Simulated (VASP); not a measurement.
# Cd (Fm-3m) in VASP: notebook

Aim: see how the results for Cd move with the level of theory and the settings. Levels: LDA, r2SCAN, PBE. Tasks: single point.

Everything below comes from runs of VASP 6.6.1. Logs are shortened: lines on timing, memory, paths and dates and some standing lists are left out, and cuts for length are marked.

### 1 The cell of the first run

It takes space group Fm-3m (No. 225, cubic). The conventional cell has a = 4.436 Å, b = 4.436 Å, c = 4.436 Å, α = 90.00°, β = 90.00°, γ = 90.00°. Cd (site symmetry m-3m) has 12 Cd at 3.14 Å within 4.1 Å.

### 2 Single point, LDA

Contents of INCAR:

```
SYSTEM = Cd
  ALGO = Fast
  EDIFF = 1E-6
  ENCUT = 520
  GGA = CA
  ISIF = 2
  ISMEAR = 1
  LASPH = .True.
  LCHARG = .False.
  LREAL = .False.
  LWAVE = .False.
  NBANDS = 12
  NELM = 60
  PREC = Accurate
  SIGMA = 0.05
```

Contents of KPOINTS:

```
k-points
0
Gamma
  9 9 9
  0 0 0
```

Contents of POSCAR:

```
Cd
1.0
    0.0000000000      2.2181497500      2.2181497500
    2.2181497500      0.0000000000      2.2181497500
    2.2181497500      2.2181497500      0.0000000000
Cd
1
Direct
    0.0000000000      0.0000000000      0.0000000000
```

Potentials or basis: VASP PAW LDA potentials, release 64 (Cd).

On the command line:

```bash
$ cat potpaw_LDA.64/Cd/POTCAR > POTCAR
$ mpirun -np 1 vasp_std > vasp.out
```

OUTCAR:

```text
SYSTEM = Cd
   EDIFF = 1E-6
   ENCUT = 520
   GGA = CA
   ISIF = 2
   ISMEAR = 1
   LASPH = .True.
   LREAL = .False.
   NELM = 60
   PREC = Accurate

 ion  position               nearest neighbor table
   1  0.000  0.000  0.000-

  LATTYP: Found a face centered cubic cell.
 ALAT       =     4.4362995000

  Lattice vectors:

 A1 = (   0.0000000000,   2.2181497500,   2.2181497500)
 A2 = (   2.2181497500,   0.0000000000,   2.2181497500)
 A3 = (   2.2181497500,   2.2181497500,   0.0000000000)

Analysis of symmetry for initial positions (statically):
=====================================================================
 Subroutine PRICEL returns:
 Original cell was already a primitive cell.

 Routine SETGRP: Setting up the symmetry group for a
 face centered cubic supercell.

 Subroutine GETGRP returns: Found 48 space group operations
 (whereof 48 operations were pure point group operations)
 out of a pool of 48 trial point group operations.

The static configuration has the point symmetry O_h .

Analysis of symmetry for dynamics (positions and initial velocities):
=====================================================================
 Subroutine PRICEL returns:
 Original cell was already a primitive cell.

 Routine SETGRP: Setting up the symmetry group for a
 face centered cubic supercell.

 Subroutine GETGRP returns: Found 48 space group operations
 (whereof 48 operations were pure point group operations)
 out of a pool of 48 trial point group operations.

The dynamic configuration has the point symmetry O_h .

 Subroutine INISYM returns: Found 48 space group operations
 (whereof 48 operations are pure point group operations),
 and found     1 'primitive' translations

----------------------------------------------------------------------------------------

                                     Primitive cell

  volume of cell :      21.8274

  direct lattice vectors                    reciprocal lattice vectors
     0.000000000  2.218149750  2.218149750    -0.225413095  0.225413095  0.225413095
     2.218149750  0.000000000  2.218149750     0.225413095 -0.225413095  0.225413095
     2.218149750  2.218149750  0.000000000     0.225413095  0.225413095 -0.225413095

  length of vectors
     3.136937460  3.136937460  3.136937460     0.390426933  0.390426933  0.390426933

  position of ions in fractional coordinates (direct lattice)
     0.000000000  0.000000000  0.000000000

  ion indices of the primitive-cell ions
[... 75 lines left out ...]
   LREAL  =      F    real-space projection
   EDIFFG = 0.1E-04   stopping-criterion for IOM
   NSW    =      0    number of steps for IOM
   IBRION =     -1    ionic relax: 0-MD 1-quasi-New 2-CG
   NFREE  =      0    steps in history (QN), initial steepest desc. (CG)
   ISIF   =      2    stress and relaxation
   ISYM   =      2    0-nonsym 1-usesym 2-fastsym
   POTIM  = 0.5000    time-step for ionic-motion
   TEBEG  =    0.0;   TEEND  =   0.0 temperature during run
   PSTRESS=    0.0 pullay stress
   NELECT =      12.0000    total number of electrons
   NUPDOWN=      -1.0000    fix difference up-down
   EMIN   =  10.00;   EMAX   =-10.00  energy-range for DOS
   EFERMI =   0.00;   METHOD = LEGACY
   ISMEAR =     1;   SIGMA  =   0.05  broadening in eV -4-tet -1-fermi 0-gaus
   EFERMI_NEDOS =   21; number of points for ismear=-14 and -15
   IALGO  =     68    algorithm
   IMIX   =      4    mixing-type and parameters
     AMIX     =   0.40;   BMIX     =  1.00
     AMIX_MAG =   1.60;   BMIX_MAG =  1.00
  volume/ion in A,a.u.               =      21.83       147.30
  Fermi-wavevector in a.u.,A,eV,Ry     =   1.341120  2.534350 24.471486  1.798604
  Thomas-Fermi vector in A             =   2.469379
   LORBIT       =      0    0 simple, 1 ext, 2 COOP (PROOUT), +10 PAW based schemes
   GGA     = CA    functional components
   LHFCALC =     F    Hartree Fock is set to
   AEXX    =    0.0000 exact exchange contribution
   IVDW    =     0    specifies the selected vdW correction
   LEPSILON=     F    determine dielectric tensor
   LRPA    =     F    only Hartree local field effects (RPA)
 non-spin polarized calculation
 RMM-DIIS sequential band-by-band and
 Methfessel and Paxton  Order N= 1 SIGMA  =   0.05
  energy-cutoff  :      520.00
  volume of cell :       21.83
 maximum number of plane-waves:       609
   NGX = 11   NGY = 11   NGZ = 11

 number of electron      12.0000003 magnetization

 Free energy of the ion-electron system (eV)
  ---------------------------------------------------
  ext. energy  EPLUGINS =         0.00000000
  ---------------------------------------------------
  free energy    TOTEN  =        -1.47122458 eV

  energy without entropy =       -1.47080886  energy(sigma->0) =       -1.47108601

 E-fermi :   2.3857     XC(G=0): -11.3248

 val. band max:        2.3823738651   @ k =   0.4444   0.0000   0.0000
 cond. band min:       2.6914565651   @ k =  -0.3333   0.4444   0.2222
 fundamental gap:      0.3090827000
 Fermi energy:         2.3856537056

 k-point     1 :       0.0000    0.0000    0.0000
  band No.  band energies     occupation
      1      -6.4920      2.00000
      2      -6.4920      2.00000
      3      -6.4920      2.00000
      4      -6.2356      2.00000
      5      -6.0301      2.00000
      6      -6.0301      2.00000
      7      16.5670      0.00000
      8      17.4382      0.00000
      9      17.4382      0.00000
     10      17.4382      0.00000
     11      20.9248      0.00000
     12      20.9248      0.00000
[... 331 lines left out ...]
 k-point    24 :       0.4444    0.4444    0.0000
  band No.  band energies     occupation
      1      -7.1192      2.00000
      2      -7.0356      2.00000
      3      -5.6844      2.00000
      4      -5.5877      2.00000
      5      -5.5877      2.00000
      6       0.7244      2.00000
      7       5.1331      0.00000
      8       9.4514      0.00000
      9       9.4514      0.00000
     10      13.7781      0.00000
     11      13.7811      0.00000
     12      29.2240      0.00000

 [... further k-points ...]
[... 5 lines left out ...]
  --------------------------------------------------------------------------------------
  -------------------------------------------------------------------------------------
  Total       -0.5786110     -0.5786110     -0.5786110      0.0000000     -0.0000000      0.0000000
  in kB      -42.4712182    -42.4712182    -42.4712182      0.0000000     -0.0000000      0.0000000
  external PRESSURE =     -42.4712182 kB  Pullay stress =       0.0000000 kB

 VOLUME and BASIS-vectors are now :
 -----------------------------------------------------------------------------
  energy-cutoff  :      520.00
  volume of cell :       21.83
      direct lattice vectors                 reciprocal lattice vectors
     0.000000000  2.218149750  2.218149750    -0.225413095  0.225413095  0.225413095
     2.218149750  0.000000000  2.218149750     0.225413095 -0.225413095  0.225413095
     2.218149750  2.218149750  0.000000000     0.225413095  0.225413095 -0.225413095

 POSITION                                       TOTAL-FORCE (eV/Angst)
 -----------------------------------------------------------------------------------
      0.00000      0.00000      0.00000         0.000000      0.000000      0.000000
 -----------------------------------------------------------------------------------
    total drift:                                0.000000     -0.000000     -0.000000

  FREE ENERGIE OF THE ION-ELECTRON SYSTEM (eV)
  ---------------------------------------------------
  free  energy   TOTEN  =        -1.4712245809 eV

  energy  without entropy=       -1.4708088568  energy(sigma->0) =       -1.47108601
```

OSZICAR:

```text
N       E                     dE             d eps       ncg     rms          rms(c)
DAV:   1     0.707844615351E+02    0.70784E+02   -0.68672E+03   888   0.994E+02
DAV:   2    -0.256803553974E+00   -0.71041E+02   -0.68263E+02   916   0.239E+02
DAV:   3    -0.153821994351E+01   -0.12814E+01   -0.12810E+01   976   0.360E+01
DAV:   4    -0.153983357212E+01   -0.16136E-02   -0.16136E-02   984   0.128E+00
DAV:   5    -0.153983769587E+01   -0.41238E-05   -0.41237E-05   988   0.662E-02    0.307E+00
RMM:   6    -0.147887816669E+01    0.60960E-01   -0.92506E-02   862   0.320E+00    0.248E+00
RMM:   7    -0.147247912412E+01    0.63990E-02   -0.48602E-03   890   0.549E-01    0.125E+00
RMM:   8    -0.147121281470E+01    0.12663E-02   -0.12836E-03   932   0.557E-01    0.571E-02
RMM:   9    -0.147122371911E+01   -0.10904E-04   -0.48323E-05   955   0.817E-02    0.205E-02
RMM:  10    -0.147122485068E+01   -0.11316E-05   -0.15696E-05   943   0.583E-02    0.120E-02
RMM:  11    -0.147122458089E+01    0.26979E-06   -0.21331E-06   720   0.160E-02
   1 F= -.14712246E+01 E0= -.14710860E+01  d E =-.415724E-03
```

Run time: 3.6 s. Hardware: 1 thread of Intel Xeon Platinum 8375C at 2.90GHz (Ice Lake), shared host; peak memory 0.13 GiB.

Results:

```
Free energy            : -1.4712 eV
Pressure               : -4.2 GPa
Band gap on the k mesh : zero (band 6 reaches 3.31 eV, above the bottom of band 7 at 1.65 eV)
```

Levels at points of the mesh, in eV from the Fermi level:
| k point | band 3 | band 4 | band 5 | band 6 | band 7 | band 8 | band 9 | band 10 |
| --- | --- | --- | --- | --- | --- | --- | --- | --- |
| (0.00, 0.00, 0.00) | -8.88 | -8.62 | -8.42 | -8.42 | 14.18 | 15.05 | 15.05 | 15.05 |

### 3 Single point, LDA

Contents of INCAR:

```
ALGO = Fast ; EDIFF = 1E-7
ENCUT = 520 ; GGA = CA
ISIF = 2 ; ISMEAR = 1
LASPH = T ; LCHARG = T
LELF = T ; LREAL = F
LVHAR = T ; LWAVE = F
NBANDS = 12 ; NELM = 60
PREC = Accurate ; SIGMA = 0.05
```

Contents of KPOINTS:

```
k-points
0
Gamma
  9 9 9
```

POSCAR is that of step 2.

Potentials or basis: VASP PAW LDA potentials, release 64 (Cd).

On the command line:

```bash
$ cat potpaw_LDA.64/Cd/POTCAR > POTCAR
$ mpirun -np 1 vasp_std > vasp.out
```

Wall time 4.3 s (1 thread of Intel Xeon Platinum 8375C at 2.90GHz (Ice Lake), shared host); peak memory 0.13 GiB.

The run converged. Its results:

```
Free energy            : -1.4712 eV
Pressure               : -4.3 GPa
Band gap on the k mesh : zero (band 6 reaches 3.31 eV, above the bottom of band 7 at 1.65 eV)
```

Levels at points of the mesh, in eV from the Fermi level:
```csv
k point,band 4,band 5,band 6,band 7,band 8,band 9
"(0.00, 0.00, 0.00)",-8.62,-8.42,-8.42,14.18,15.05,15.05
```

### 4 Single point, r2SCAN

POSCAR is that of step 3.

Contents of INCAR.step1:

```
PREC = Accurate
ENCUT = 520
ISMEAR = 0
SIGMA = 0.1
LREAL = F
LASPH = T
NELM = 80
NBANDS = 12
GGA = PE
ALGO = Normal
EDIFF = 1E-4
LWAVE = T
LCHARG = F
```

Contents of INCAR.step2:

```
PREC = Accurate
ENCUT = 520
EDIFF = 1E-7
ISMEAR = 0
SIGMA = 0.1
LREAL = F
LASPH = T
NELM = 80
ALGO = Normal
ISIF = 2
LWAVE = F
LCHARG = T
METAGGA = R2SCAN
LMIXTAU = T
LELF = T
LVHAR = T
NBANDS = 12
ISTART = 1
```

Contents of KPOINTS:

```
Automatic mesh
0
Gamma
  9 9 9
```

Potentials or basis: VASP PAW PBE potentials, release 64 (Cd).

On the command line:

```bash
$ cat potpaw_PBE.64/Cd/POTCAR > POTCAR
$ cp INCAR.step1 INCAR
$ mpirun -np 1 vasp_std > vasp.out
$ cp INCAR.step2 INCAR
$ mpirun -np 1 vasp_std > vasp.out
```

Wall time 23 s (1 thread of Intel Xeon Platinum 8375C at 2.90GHz (Ice Lake), shared host); peak memory 0.14 GiB.

The run converged. Its results:

| Quantity | Value |
| --- | --- |
| Free energy | -20.0689 eV |
| Pressure | 0.2 GPa |
| Band gap on the k mesh | zero (band 6 reaches 3.52 eV, above the bottom of band 7 at 1.91 eV) |

Levels at points of the mesh, in eV from the Fermi level:
| k point | band 2 | band 3 | band 4 | band 5 | band 6 | band 7 | band 8 | band 9 | band 10 | band 11 |
| --- | --- | --- | --- | --- | --- | --- | --- | --- | --- | --- |
| (0.00, 0.00, 0.00) | -9.48 | -9.48 | -9.03 | -9.01 | -9.01 | 14.54 | 15.82 | 15.82 | 15.82 | 19.10 |

Caveat: the PAW data sets were made with another functional, which shifts forces and pressure a little.

### 5 Single point, r2SCAN

POSCAR is that of step 4.

Contents of INCAR.step1:

```
SYSTEM = Cd
ALGO = Normal ; EDIFF = 1E-4
ENCUT = 520 ; GGA = PE
ISMEAR = 0 ; LASPH = .True.
LCHARG = .False. ; LREAL = .False.
LWAVE = .True. ; NBANDS = 12
NELM = 100 ; PREC = Accurate
SIGMA = 0.1
```

Contents of INCAR.step2:

```
SYSTEM = Cd
ALGO = Normal ; EDIFF = 1E-6
ENCUT = 520 ; ISIF = 2
ISMEAR = 0 ; ISTART = 1
LASPH = .True. ; LCHARG = .True.
LELF = .True. ; LMIXTAU = .True.
LREAL = .False. ; LVHAR = .True.
LWAVE = .False. ; METAGGA = R2SCAN
NBANDS = 12 ; NELM = 100
PREC = Accurate ; SIGMA = 0.1
```

Contents of KPOINTS:

```
k-points
0
Gamma
  9 9 9
  0 0 0
```

On the command line:

```bash
$ cat potpaw_PBE.64/Cd/POTCAR > POTCAR
$ cp INCAR.step1 INCAR
$ mpirun -np 1 vasp_std > vasp.out
$ cp INCAR.step2 INCAR
$ mpirun -np 1 vasp_std > vasp.out
```

It took 20 s on 1 thread of Intel Xeon Platinum 8375C at 2.90GHz (Ice Lake), shared host; peak memory 0.14 GiB.

Results (log left out):

```
Free energy            : -20.0689 eV
Pressure               : 0.2 GPa
Band gap on the k mesh : zero (band 6 reaches 3.52 eV, above the bottom of band 7 at 1.91 eV)
```

Levels at points of the mesh, in eV from the Fermi level:
```tsv
k point	band 3	band 4	band 5	band 6	band 7	band 8	band 9	band 10
(0.00, 0.00, 0.00)	-9.48	-9.03	-9.01	-9.01	14.54	15.82	15.82	15.82
```

Caveat: the PAW data sets were made with another functional, which shifts forces and pressure a little.

### 6 Single point, PBE, non-collinear spin, zero start, spin-orbit coupling

Contents of INCAR:

```
ALGO = Normal
EDIFF = 1E-6
ENCUT = 520
GGA = PE
GGA_COMPAT = F
ISIF = 2
ISMEAR = 1
LASPH = T
LCHARG = F
LORBIT = 11
LORBMOM = T
LREAL = F
LSORBIT = T
LWAVE = F
MAGMOM = 0 0 0
NBANDS = 23
NELM = 150
PREC = Accurate
SIGMA = 0.1
```

Contents of KPOINTS:

```
k-points
0
Gamma
  8 8 8
```

POSCAR is that of step 5.

Potentials or basis: VASP PAW PBE potentials, release 64 (Cd).

On the command line:

```bash
$ cat potpaw_PBE.64/Cd/POTCAR > POTCAR
$ mpirun -np 1 vasp_ncl > vasp.out
```

It took 18 s on 1 thread of Intel Xeon Platinum 8375C at 2.90GHz (Ice Lake), shared host; peak memory 0.2 GiB.

Results (log left out):

```
Free energy                                           : -0.7554 eV
Pressure                                              : 2.4 GPa
Net moment                                            : 0.00 μB per cell
Valence electrons inside the program's atomic spheres : Cd 10.31
```

Moments on the atoms (μB; x, y, z):
```
Cd  0.00 0.00 0.00
```

### 7 Summary

```csv
level,potentials or basis,spin,k mesh,smearing,gap on the mesh (eV),pressure (GPa)
LDA,"VASP PAW LDA potentials, release 64 (Cd)",off,9 × 9 × 9,methfessel-paxton 0.05 eV,none,-4.3
r2SCAN,"VASP PAW PBE potentials, release 64 (Cd)",off,9 × 9 × 9,gaussian 0.1 eV,none,0.2
PBE,"VASP PAW PBE potentials, release 64 (Cd)","non-collinear, zero start, SOC",8 × 8 × 8,methfessel-paxton 0.1 eV,-,2.4
```

Alike in all rows: task single point; cell as given; cutoff (eV) 520.

Caveats: the PAW data sets were made with another functional, which shifts forces and pressure a little (some runs).

Total energies depend on the potentials used, so only differences within one code and one set of settings carry meaning.
